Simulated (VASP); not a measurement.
Write the native input for VASP 6.6.1 that does the following.

```yaml
Task: relaxation of cell and atoms
Functional: PBEsol
Potentials_or_basis: VASP PAW PBE potentials, release 64 (Zn, Cu)
Cutoff: 600 eV
k_mesh: 9 × 9 × 9
Occupations: fermi-dirac, width 0.05 eV
Spin: no spin polarisation
Dipole_correction: no
Further_INCAR_settings: ALGO = Normal; EDIFF = 1e-07; IBRION = 2; EDIFFG = -0.02; NSW = 80; ISIF = 3
```

The structure of ZnCu lies in POSCAR:

```
ZnCu
1.0
    2.9450000000      0.0000000000      0.0000000000
    0.0000000000      2.9450000000      0.0000000000
    0.0000000000      0.0000000000      2.9450000000
Zn Cu
1 1
Direct
    0.5000000000      0.5000000000      0.5000000000
    0.0000000000      0.0000000000      0.0000000000
```

The input as run:

INCAR

```
SYSTEM = ZnCu
ALGO = Normal ; EDIFF = 1E-7
EDIFFG = -0.02 ; ENCUT = 600
GGA = PS ; IBRION = 2
ISIF = 3 ; ISMEAR = -1
LASPH = .True. ; LCHARG = .False.
LREAL = .False. ; LWAVE = .False.
NELM = 60 ; NSW = 80
PREC = Accurate ; SIGMA = 0.05
```

KPOINTS

```
k-points
0
Gamma
  9 9 9
  0 0 0
```

Potentials or basis: VASP PAW PBE potentials, release 64 (Zn, Cu).

Command:

```console
$ cat potpaw_PBE.64/Zn/POTCAR potpaw_PBE.64/Cu/POTCAR > POTCAR
$ mpirun -np 1 vasp_std > vasp.out
```

Results of the run:

- Relaxed volume: 12.38 Å³/atom
- Relaxed cell: a = 2.915 Å, b = 2.915 Å, c = 2.915 Å, α = 90.00°, β = 90.00°, γ = 90.00°
- Space group after relaxing (to 0.05 Å): Pm-3m (No. 221)
- Energy gained by relaxing: 4.7 meV/atom
- Ionic steps: 3
- Pressure after relaxing: 0.0 GPa

Caveat: the PAW data sets were made with another functional, which shifts forces and pressure a little.

It took 40 s on 1 thread of Intel(R) Xeon(R) Platinum 8488C (Sapphire Rapids) (shared host), peak memory 0.15 GiB.
